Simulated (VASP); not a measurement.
Write the native input for VASP 6.6.1 that does the following.

```yaml
Task: single point
Functional: PBE
Potentials_or_basis: VASP PAW PBE potentials, release 64 (In_d, Se)
Cutoff: 520 eV
k_mesh: 3 × 3 × 4
Occupations: gaussian, width 0.1 eV
Spin: no spin polarisation
Dipole_correction: no
Further_INCAR_settings: ALGO = Normal; EDIFF = 1e-07; NBANDS = 30
```

The structure of InSe5 lies in POSCAR:

```
InSe5
1.0
    6.2286063100      0.0000000000      0.0000000000
   -3.1143031500      5.3941312900      0.0000000000
    0.0000000000      0.0000000000      5.1036351500
In Se
1 5
Direct
    0.0000000000      0.0000000000      0.0000000000
    0.3333333300      0.6666666700      0.0000000000
    0.6666666700      0.3333333300      0.0000000000
    0.5000000000      0.0000000000      0.5000000000
    0.5000000000      0.5000000000      0.5000000000
    0.0000000000      0.5000000000      0.5000000000
```

The cell was built from a structure type or drawn by symmetry, and may not be a known phase.

One way to write it, as run:

INCAR

```
SYSTEM = InSe5
PREC = Accurate
ENCUT = 520
EDIFF = 1E-7
ISMEAR = 0
SIGMA = 0.1
LREAL = .FALSE.
LASPH = .TRUE.
NELM = 60
ALGO = Normal
ISIF = 2
LWAVE = .FALSE.
LCHARG = .FALSE.
GGA = PE
NBANDS = 30
```

KPOINTS

```
regular mesh
0
G
  3 3 4
  0 0 0
```

Potentials or basis: VASP PAW PBE potentials, release 64 (In_d, Se).

The run is started by

```sh
$ cat potpaw_PBE.64/In_d/POTCAR potpaw_PBE.64/Se/POTCAR > POTCAR
$ mpirun -np 1 vasp_std > vasp.out
```

It gave:

```yaml
Pressure: -5.4 GPa
Band_gap_on_the_k_mesh: zero (an odd number of electrons rules out a gap without spin polarisation)
```

Caveat: the k points lie up to 0.39 Å⁻¹ apart, too coarse for converged energies and pressures of a metal; spin-orbit coupling is left out, which moves the levels of the heavy elements.

Wall time 120 s on 1 thread of Intel Xeon 8259CL, on a shared host, peak memory 0.3 GiB.
